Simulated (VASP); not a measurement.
# KSi64 (a cell with a defect) in VASP: notebook

Aim: see how the results for KSi64 (a cell with a defect) move with the level of theory and the settings. Levels: LDA, PBE. Tasks: single point.

Everything below comes from runs of VASP 6.6.1. Logs are shortened: lines on timing, memory, paths and dates and some standing lists are left out, and cuts for length are marked.

## 1. The cell of the first run

The cell holds a defect, 65 atoms: a = 10.866 Å, b = 10.866 Å, c = 10.866 Å, α = 90.00°, β = 90.00°, γ = 90.00°.

## 2. Single point, LDA

INCAR

```
SYSTEM = KSi64
PREC = Accurate ; ENCUT = 400
EDIFF = 1E-6 ; ISMEAR = -1
SIGMA = 0.05 ; LREAL = Auto
LASPH = .TRUE. ; NELM = 120
ALGO = Normal ; ISIF = 2
LWAVE = .FALSE. ; LCHARG = .TRUE.
LELF = .TRUE. ; LVHAR = .TRUE.
NBANDS = 170 ; NELECT = 264.0
ISYM = 0 ; GGA_COMPAT = .FALSE.
```

KPOINTS

```
Automatic mesh
0
Gamma
  1 1 1
  0.25 0.25 0.25
```

POSCAR

```
KSi64
1.0
   10.8655790000      0.0000000000      0.0000000000
    0.0000000000     10.8655790000      0.0000000000
    0.0000000000      0.0000000000     10.8655790000
Si K
64 1
Direct
    0.9915800000      0.9908200000      0.9912000000
    0.0005300000      0.9997700000      0.4997300000
    0.0005300000      0.4993500000      0.0001600000
    0.9923500000      0.5078100000      0.5082000000
    0.5001100000      0.9997700000      0.0001600000
    0.5085800000      0.9915800000      0.5082000000
    0.5085800000      0.5078100000      0.9919700000
    0.5007300000      0.4999700000      0.5003500000
    0.1132300000      0.1124700000      0.1128500000
    0.1243000000      0.1235300000      0.6274300000
    0.1242900000      0.6270500000      0.1239200000
    0.1267300000      0.6268900000      0.6272800000
    0.6278100000      0.1235300000      0.1239200000
    0.6276600000      0.1259700000      0.6272800000
    0.6276600000      0.6268900000      0.1263600000
    0.6256900000      0.6249300000      0.6253100000
    0.2500900000      0.2493300000      0.9909600000
    0.2508900000      0.2501200000      0.5090900000
    0.2502300000      0.7494800000      0.9991800000
    0.2504000000      0.7497100000      0.5008200000
    0.7502500000      0.2494600000      0.9991800000
    0.7504800000      0.2496400000      0.5008100000
    0.7502400000      0.7494800000      0.9993300000
    0.7504200000      0.7496600000      0.5002800000
    0.3867700000      0.3860000000      0.1137600000
    0.3773600000      0.3765900000      0.6277300000
    0.3768900000      0.8720800000      0.1237700000
    0.3748000000      0.8728300000      0.6271600000
    0.8728500000      0.3761200000      0.1237700000
    0.8735900000      0.3740300000      0.6271600000
    0.8733300000      0.8725600000      0.1258700000
    0.8757800000      0.8750100000      0.6248400000
    0.2500900000      0.9905700000      0.2497100000
    0.2502300000      0.9987900000      0.7498700000
    0.2508900000      0.5087000000      0.2505100000
    0.2504000000      0.5004300000      0.7501000000
    0.7502500000      0.9987900000      0.2498500000
    0.7502400000      0.9989400000      0.7498600000
    0.7504800000      0.5004300000      0.2500200000
    0.7504200000      0.4998900000      0.7500400000
    0.3867700000      0.1133800000      0.3863900000
    0.3768800000      0.1233800000      0.8724700000
    0.3773500000      0.6273400000      0.3769800000
    0.3748000000      0.6267700000      0.8732100000
    0.8728400000      0.1233800000      0.3765100000
    0.8733200000      0.1254800000      0.8729500000
    0.8735900000      0.6267700000      0.3744200000
    0.8757800000      0.6244500000      0.8754000000
    0.9913300000      0.2493300000      0.2497200000
    0.9995500000      0.2494600000      0.7498700000
    0.9995500000      0.7494800000      0.2498500000
    0.9997000000      0.7494800000      0.7498700000
    0.5094700000      0.2501200000      0.2505100000
    0.5011900000      0.2496400000      0.7501000000
    0.5011900000      0.7497100000      0.2500300000
    0.5006600000      0.7496600000      0.7500400000
    0.1141400000      0.3860000000      0.3863900000
    0.1241500000      0.3761200000      0.8724700000
    0.1241500000      0.8720800000      0.3765100000
    0.1262400000      0.8725600000      0.8729500000
    0.6281100000      0.3765900000      0.3769800000
    0.6275400000      0.3740400000      0.8732200000
    0.6275400000      0.8728300000      0.3744200000
    0.6252200000      0.8750200000      0.8754000000
    0.2503200000      0.2495500000      0.2499400000
```

Potentials or basis: VASP PAW LDA potentials, release 64 (Si, K_sv).

Run with:

```bash
$ cat potpaw_LDA.64/Si/POTCAR potpaw_LDA.64/K_sv/POTCAR > POTCAR
$ mpirun -np 1 vasp_std > vasp.out
```

OUTCAR:

```text
SYSTEM = KSi64
   PREC = Accurate
   ENCUT = 400
   EDIFF = 1E-6
   ISMEAR = -1
   LREAL = Auto
   LASPH = .TRUE.
   NELM = 120
   ISIF = 2
   NELECT = 264.0
   ISYM = 0

 ion  position               nearest neighbor table
   1  0.992  0.991  0.991-   9 2.29  46 2.33  60 2.33  31 2.33
   2  0.001  1.000  0.500-  45 2.35  59 2.35  32 2.35  10 2.35
   3  0.001  0.499  0.000-  29 2.35  58 2.35  48 2.35  11 2.35
   4  0.992  0.508  0.508-  57 2.29  47 2.33  30 2.33  12 2.34
   5  0.500  1.000  0.000-  27 2.35  42 2.35  64 2.35  13 2.35
   6  0.509  0.992  0.508-  41 2.29  28 2.33  63 2.33  14 2.34
   7  0.509  0.508  0.992-  25 2.29  62 2.33  44 2.33  15 2.34
   8  0.501  0.500  0.500-  43 2.35  26 2.35  61 2.35  16 2.35
   9  0.113  0.112  0.113-   1 2.29  17 2.49  33 2.49  49 2.49  65 2.58
  10  0.124  0.124  0.627-  18 2.33  34 2.34  50 2.34   2 2.35
  11  0.124  0.627  0.124-  35 2.33  51 2.34  19 2.34   3 2.35
  12  0.127  0.627  0.627-  52 2.34  20 2.34  36 2.34   4 2.34
  13  0.628  0.124  0.124-  53 2.33  21 2.34  37 2.34   5 2.35
  14  0.628  0.126  0.627-  38 2.34  22 2.34  54 2.34   6 2.34
  15  0.628  0.627  0.126-  23 2.34  39 2.34  55 2.34   7 2.34
  16  0.626  0.625  0.625-  56 2.35  24 2.35  40 2.35   8 2.35
  17  0.250  0.249  0.991-  58 2.33  42 2.33   9 2.49  25 2.49  65 2.81
  18  0.251  0.250  0.509-  10 2.33  26 2.33  41 2.48  57 2.48  65 2.82
  19  0.250  0.749  0.999-  11 2.34  44 2.34  60 2.34  27 2.35
  20  0.250  0.750  0.501-  59 2.34  12 2.34  43 2.34  28 2.35
  21  0.750  0.249  0.999-  13 2.34  62 2.34  46 2.34  29 2.35
  22  0.750  0.250  0.501-  45 2.34  14 2.34  61 2.34  30 2.35
[... 24 lines left out ...]
  47  0.874  0.627  0.374-  24 2.33   4 2.33  51 2.34  39 2.35
  48  0.876  0.624  0.875-  52 2.35  23 2.35   3 2.35  40 2.35
  49  0.991  0.249  0.250-  29 2.33  45 2.33   9 2.49  57 2.49  65 2.81
  50  1.000  0.249  0.750-  10 2.34  30 2.34  46 2.34  58 2.35
  51  1.000  0.749  0.250-  11 2.34  47 2.34  31 2.34  59 2.35
  52  1.000  0.749  0.750-  12 2.34  60 2.34  48 2.35  32 2.35
  53  0.509  0.250  0.251-  13 2.33  61 2.33  41 2.48  25 2.48  65 2.82
  54  0.501  0.250  0.750-  42 2.34  14 2.34  26 2.34  62 2.35
  55  0.501  0.750  0.250-  27 2.34  15 2.34  43 2.34  63 2.35
  56  0.501  0.750  0.750-  28 2.33  44 2.33  16 2.35  64 2.35
  57  0.114  0.386  0.386-   4 2.29  35 2.48  18 2.48  49 2.49  65 2.57
  58  0.124  0.376  0.872-  17 2.33  36 2.34  50 2.35   3 2.35
  59  0.124  0.872  0.377-  33 2.33  20 2.34  51 2.35   2 2.35
  60  0.126  0.873  0.873-   1 2.33  52 2.34  34 2.34  19 2.34
  61  0.628  0.377  0.377-  53 2.33  22 2.34  39 2.34   8 2.35
  62  0.628  0.374  0.873-  40 2.33   7 2.33  21 2.34  54 2.35
  63  0.628  0.873  0.374-  24 2.33   6 2.33  37 2.34  55 2.35
  64  0.625  0.875  0.875-  38 2.35  23 2.35   5 2.35  56 2.35
  65  0.250  0.250  0.250-  41 2.57  25 2.57  57 2.57   9 2.58  17 2.81  33 2.81  49 2.81  35 2.82
                            53 2.82  18 2.82

IMPORTANT INFORMATION: All symmetrisations will be switched off!
NOSYMM: (Re-)initialisation of all symmetry stuff for point group C_1.

----------------------------------------------------------------------------------------

                                     Primitive cell

  volume of cell :    1282.7990

  direct lattice vectors                    reciprocal lattice vectors
    10.865579000  0.000000000  0.000000000     0.092033752  0.000000000  0.000000000
     0.000000000 10.865579000  0.000000000     0.000000000  0.092033752  0.000000000
     0.000000000  0.000000000 10.865579000     0.000000000  0.000000000  0.092033752

  length of vectors
    10.865579000 10.865579000 10.865579000     0.092033752  0.092033752  0.092033752

  position of ions in fractional coordinates (direct lattice)
     0.991580000  0.990820000  0.991200000
     0.000530000  0.999770000  0.499730000
     0.000530000  0.499350000  0.000160000
     0.992350000  0.507810000  0.508200000
     0.500110000  0.999770000  0.000160000
     0.508580000  0.991580000  0.508200000
[... 57 lines left out ...]
     0.625220000  0.875020000  0.875400000
     0.250320000  0.249550000  0.249940000

  ion indices of the primitive-cell ions
   primitive index   ion index
                 1           1
                 2           2
                 3           3
                 4           4
                 5           5
                 6           6
[... 57 lines left out ...]
                64          64
                65          65

----------------------------------------------------------------------------------------

 KPOINTS: Automatic mesh

Automatic generation of k-mesh.
 Grid dimensions read from file:
 generate k-points for:    1    1    1

 Generating k-lattice:

  Cartesian coordinates                     Fractional coordinates (reciprocal lattice)
     0.092033752  0.000000000  0.000000000     1.000000000  0.000000000  0.000000000
     0.000000000  0.092033752  0.000000000     0.000000000  1.000000000  0.000000000
     0.000000000  0.000000000  0.092033752     0.000000000  0.000000000  1.000000000

  Length of vectors
     0.092033752  0.092033752  0.092033752

  Shift w.r.t. Gamma in fractional coordinates (k-lattice)
     0.250000000  0.250000000  0.250000000

 Subroutine IBZKPT returns following result:
 ===========================================

 Found      4 irreducible k-points:

 Following reciprocal coordinates:
            Coordinates               Weight
  0.250000  0.250000  0.250000      2.000000
 -0.250000  0.250000  0.250000      2.000000
 -0.250000 -0.250000  0.250000      2.000000
  0.250000 -0.250000  0.250000      2.000000
   k-points           NKPTS =      4   k-points in BZ     NKDIM =      4   number of bands    NBANDS=    170
   number of dos      NEDOS =    301   number of ions     NIONS =     65
   total plane-waves  NPLWV = 373248
   dimension x,y,z NGX =    72 NGY =   72 NGZ =   72
   dimension x,y,z NGXF=   144 NGYF=  144 NGZF=  144
   ions per type =              64   1
   NGX,Y,Z   is equivalent  to a cutoff of  11.02, 11.02, 11.02 a.u.
   NGXF,Y,Z  is equivalent  to a cutoff of  22.03, 22.03, 22.03 a.u.
 SYSTEM =  KSi64
   PREC   = accura    normal or accurate (medium, high low for compatibility)
   ISTART =      0    job   : 0-new  1-cont  2-samecut
   ICHARG =      2    charge: 1-file 2-atom 10-const
   ISPIN  =      1    spin polarized calculation?
   LNONCOLLINEAR =      F non collinear calculations
   LSORBIT =      F    spin-orbit coupling
   LASPH  =      T    aspherical Exc in radial PAW
   ENCUT  =  400.0 eV  29.40 Ry    5.42 a.u.  17.72 17.72 17.72*2*pi/ulx,y,z
   NELM   =    120;   NELMIN=  2; NELMDL= -5     # of ELM steps
   EDIFF  = 0.1E-05   stopping-criterion for ELM
   LREAL  =      T    real-space projection
   EDIFFG = 0.1E-04   stopping-criterion for IOM
   NSW    =      0    number of steps for IOM
   IBRION =     -1    ionic relax: 0-MD 1-quasi-New 2-CG
   NFREE  =      0    steps in history (QN), initial steepest desc. (CG)
   ISIF   =      2    stress and relaxation
   ISYM   =      0    0-nonsym 1-usesym 2-fastsym
   POTIM  = 0.5000    time-step for ionic-motion
   TEBEG  =    0.0;   TEEND  =   0.0 temperature during run
   PSTRESS=    0.0 pullay stress
   NELECT =     264.0000    total number of electrons
   NUPDOWN=      -1.0000    fix difference up-down
   EMIN   =  10.00;   EMAX   =-10.00  energy-range for DOS
   EFERMI =   0.00;   METHOD = LEGACY
   ISMEAR =    -1;   SIGMA  =   0.05  broadening in eV -4-tet -1-fermi 0-gaus
   EFERMI_NEDOS =   21; number of points for ismear=-14 and -15
   IALGO  =     38    algorithm
   IMIX   =      4    mixing-type and parameters
     AMIX     =   0.40;   BMIX     =  1.00
     AMIX_MAG =   1.60;   BMIX_MAG =  1.00
  volume/ion in A,a.u.               =      19.74       133.18
  Fermi-wavevector in a.u.,A,eV,Ry     =   0.966548  1.826510 12.710758  0.934214
  Thomas-Fermi vector in A             =   2.096358
   LORBIT       =      0    0 simple, 1 ext, 2 COOP (PROOUT), +10 PAW based schemes
   GGA     = CA    functional components
   LHFCALC =     F    Hartree Fock is set to
   AEXX    =    0.0000 exact exchange contribution
   IVDW    =     0    specifies the selected vdW correction
   LEPSILON=     F    determine dielectric tensor
   LRPA    =     F    only Hartree local field effects (RPA)
 non-spin polarized calculation
  energy-cutoff  :      400.00
  volume of cell :     1282.80
 maximum number of plane-waves:     23294
 NGX is ok and might be reduce to    70
   NGX = 35   NGY = 35   NGZ = 35

 number of electron     263.9999972 magnetization

 Free energy of the ion-electron system (eV)
  ---------------------------------------------------
  ext. energy  EPLUGINS =         0.00000000
  ---------------------------------------------------
  free energy    TOTEN  =      -385.22245357 eV

  energy without entropy =     -385.22228003  energy(sigma->0) =     -385.22236680

 E-fermi :   6.0542     XC(G=0):  -9.6596

 val. band max:        5.5583331570   @ k =   0.2500  -0.2500   0.2500
 cond. band min:       6.5654119107   @ k =   0.2500   0.2500   0.2500
 fundamental gap:      1.0070787536
 Fermi energy:         6.0541934525

 k-point     1 :       0.2500    0.2500    0.2500
  band No.  band energies     occupation
      1     -23.8976      2.00000
      2      -8.3759      2.00000
      3      -8.3759      2.00000
      4      -8.3663      2.00000
      5      -5.8977      2.00000
      6      -5.3713      2.00000
[... 577 lines left out ...]
    143       7.6234      0.00000
    144       7.6242      0.00000
 [bands above 144 left out]

------------------------ aborting loop because EDIFF is reached ----------------------------------------

  FORCE on cell =-STRESS in cart. coord.  units (eV):
  Direction    XX          YY          ZZ          XY          YZ          ZX
  --------------------------------------------------------------------------------------
  -------------------------------------------------------------------------------------
  Total       -7.7675801     -7.7687672     -7.7660387     -0.6137335     -0.6160374     -0.6114324
  in kB       -9.7014735     -9.7029561     -9.6995483     -0.7665347     -0.7694122     -0.7636607
  external PRESSURE =      -9.7013260 kB  Pullay stress =       0.0000000 kB

 VOLUME and BASIS-vectors are now :
 -----------------------------------------------------------------------------
  energy-cutoff  :      400.00
  volume of cell :     1282.80
      direct lattice vectors                 reciprocal lattice vectors
    10.865579000  0.000000000  0.000000000     0.092033752  0.000000000  0.000000000
     0.000000000 10.865579000  0.000000000     0.000000000  0.092033752  0.000000000
     0.000000000  0.000000000 10.865579000     0.000000000  0.000000000  0.092033752

 POSITION                                       TOTAL-FORCE (eV/Angst)
 -----------------------------------------------------------------------------------
     10.77409     10.76583     10.76996         0.031805      0.031180      0.032211
      0.00576     10.86308      5.42986         0.023756      0.022104      0.029038
      0.00576      5.42573      0.00174         0.023466      0.027483      0.021196
     10.78246      5.51765      5.52189         0.058919      0.009968      0.009991
      5.43398     10.86308      0.00174         0.028172      0.022788      0.021166
      5.52602     10.77409      5.52189         0.010269      0.060011      0.009820
[... 57 lines left out ...]
      6.79338      9.50760      9.51173        -0.029621     -0.027011     -0.026096
      2.71987      2.71151      2.71574        -0.046821     -0.046963     -0.046878
 -----------------------------------------------------------------------------------
    total drift:                                0.009284     -0.000726      0.004955

  FREE ENERGIE OF THE ION-ELECTRON SYSTEM (eV)
  ---------------------------------------------------
  free  energy   TOTEN  =      -385.2224535744 eV

  energy  without entropy=     -385.2222800294  energy(sigma->0) =     -385.22236680
```

Run time: 17 min. Hardware: 1 thread of Intel Xeon 8259CL, shared host; peak memory 0.73 GiB.

Results:

```yaml
Free_energy: -385.2225 eV
Largest_force: 0.098 eV/Å
```

Forces in eV/Å, atoms in the order of the input:
```
Si   0.032  0.031  0.032
Si   0.024  0.022  0.029
Si   0.023  0.027  0.021
Si   0.059  0.010  0.010
Si   0.028  0.023  0.021
Si   0.010  0.060  0.010
Si   0.010  0.011  0.059
Si   0.023  0.022  0.023
Si   0.056  0.056  0.057
Si  -0.016 -0.016 -0.027
Si  -0.014 -0.028 -0.014
Si  -0.075 -0.031 -0.031
Si  -0.027 -0.015 -0.015
Si  -0.032 -0.075 -0.032
Si  -0.032 -0.031 -0.075
Si  -0.022 -0.023 -0.023
Si   0.015  0.014 -0.009
Si  -0.010 -0.009  0.023
Si   0.029  0.028  0.021
Si   0.041  0.022  0.027
Si   0.025  0.031  0.022
Si   0.020  0.042  0.027
Si   0.021  0.021  0.050
Si   0.031  0.029  0.032
Si   0.020  0.020 -0.030
Si  -0.037 -0.036 -0.003
Si  -0.037 -0.011 -0.032
Si  -0.026 -0.022 -0.024
Si  -0.012 -0.037 -0.031
Si  -0.020 -0.026 -0.025
Si  -0.034 -0.033 -0.026
Si  -0.026 -0.026 -0.029
Si   0.015 -0.009  0.015
Si   0.029  0.022  0.027
Si  -0.011  0.023 -0.010
Si   0.042  0.027  0.020
Si   0.026  0.022  0.030
Si   0.021  0.051  0.021
Si   0.022  0.027  0.042
Si   0.030  0.033  0.030
Si   0.020 -0.032  0.020
Si  -0.036 -0.031 -0.011
Si  -0.036 -0.003 -0.036
Si  -0.025 -0.024 -0.020
Si  -0.011 -0.031 -0.037
Si  -0.033 -0.027 -0.033
Si  -0.020 -0.025 -0.025
Si  -0.028 -0.028 -0.027
Si  -0.007  0.014  0.015
Si   0.022  0.029  0.027
Si   0.022  0.026  0.031
Si   0.051  0.019  0.020
Si   0.023 -0.009 -0.010
Si   0.027  0.042  0.022
Si   0.026  0.022  0.041
Si   0.033  0.030  0.030
Si  -0.030  0.020  0.020
Si  -0.033 -0.036 -0.011
Si  -0.032 -0.011 -0.037
Si  -0.025 -0.033 -0.033
Si  -0.004 -0.036 -0.037
Si  -0.024 -0.027 -0.022
Si  -0.025 -0.022 -0.025
Si  -0.030 -0.027 -0.026
K   -0.047 -0.047 -0.047
```

Levels at points of the mesh, in eV from the Fermi level:
```csv
k point,band 130,band 131,band 132,band 133,band 134,band 135
"(0.25, 0.25, 0.25)",-0.99,-0.52,-0.52,0.51,0.51,0.58
```

Caveat: the cell carries a net charge on a neutralising background, which shifts energy and pressure; the cell is charged against a uniform background, so pressure and absolute levels hang on convention.

## 3. Single point, PBE

INCAR

```
  ALGO = Normal
  EDIFF = 1E-6
  ENCUT = 400
  GGA = PE
  GGA_COMPAT = False
  ISIF = 2
  ISMEAR = -1
  ISYM = 0
  LASPH = True
  LCHARG = False
  LREAL = Auto
  LWAVE = False
  NBANDS = 170
  NELECT = 264.0
  NELM = 120
  PREC = Accurate
  SIGMA = 0.05
```

KPOINTS is that of step 2.

POSCAR is that of step 2.

Potentials or basis: VASP PAW PBE potentials, release 64 (Si, K_sv).

Run with:

```bash
$ cat potpaw_PBE.64/Si/POTCAR potpaw_PBE.64/K_sv/POTCAR > POTCAR
$ mpirun -np 1 vasp_std > vasp.out
```

It took 17 min on 1 thread of Intel Xeon 8259CL, shared host; peak memory 0.93 GiB.

The run converged. Its results:

```
Free energy   : -349.8150 eV
Largest force : 0.117 eV/Å
```

Forces on the atoms (eV/Å):
```
Si   0.024  0.024  0.025
Si   0.027  0.025  0.028
Si   0.026  0.026  0.024
Si   0.053  0.018  0.018
Si   0.027  0.026  0.024
Si   0.019  0.054  0.018
Si   0.018  0.020  0.053
Si   0.022  0.021  0.021
Si   0.016  0.016  0.017
Si  -0.022 -0.021 -0.031
Si  -0.020 -0.032 -0.020
Si  -0.073 -0.034 -0.034
Si  -0.031 -0.021 -0.021
Si  -0.035 -0.073 -0.035
Si  -0.036 -0.034 -0.073
Si  -0.022 -0.023 -0.023
Si   0.015  0.015 -0.043
Si  -0.010 -0.009  0.058
Si   0.030  0.029  0.023
Si   0.043  0.023  0.026
Si   0.026  0.032  0.024
Si   0.021  0.043  0.027
Si   0.021  0.021  0.044
Si   0.031  0.030  0.039
Si   0.063  0.063 -0.075
Si  -0.033 -0.031 -0.006
Si  -0.033 -0.010 -0.038
Si  -0.031 -0.020 -0.027
Si  -0.010 -0.033 -0.037
Si  -0.018 -0.030 -0.027
Si  -0.033 -0.032 -0.022
Si  -0.027 -0.027 -0.030
Si   0.015 -0.043  0.015
Si   0.029  0.024  0.028
Si  -0.011  0.058 -0.011
Si   0.043  0.026  0.021
Si   0.027  0.024  0.030
Si   0.021  0.046  0.022
Si   0.022  0.026  0.043
Si   0.031  0.040  0.031
Si   0.063 -0.076  0.063
Si  -0.031 -0.037 -0.010
Si  -0.032 -0.005 -0.032
Si  -0.030 -0.027 -0.019
Si  -0.009 -0.038 -0.033
Si  -0.032 -0.023 -0.032
Si  -0.019 -0.028 -0.030
Si  -0.029 -0.029 -0.028
Si  -0.041  0.014  0.015
Si   0.023  0.030  0.028
Si   0.023  0.027  0.032
Si   0.046  0.020  0.021
Si   0.058 -0.009 -0.010
Si   0.027  0.043  0.023
Si   0.026  0.023  0.042
Si   0.041  0.031  0.031
Si  -0.075  0.063  0.063
Si  -0.039 -0.032 -0.009
Si  -0.039 -0.010 -0.033
Si  -0.021 -0.032 -0.032
Si  -0.006 -0.031 -0.033
Si  -0.027 -0.032 -0.020
Si  -0.028 -0.020 -0.030
Si  -0.030 -0.028 -0.027
K   -0.049 -0.049 -0.049
```

Levels at points of the mesh, in eV from the Fermi level:
| k point | band 130 | band 131 | band 132 | band 133 | band 134 | band 135 |
| --- | --- | --- | --- | --- | --- | --- |
| (0.25, 0.25, 0.25) | -1.05 | -0.57 | -0.57 | 0.56 | 0.56 | 0.63 |

Caveat: the cell carries a net charge on a neutralising background, which shifts energy and pressure; the cell is charged against a uniform background, so pressure and absolute levels hang on convention.
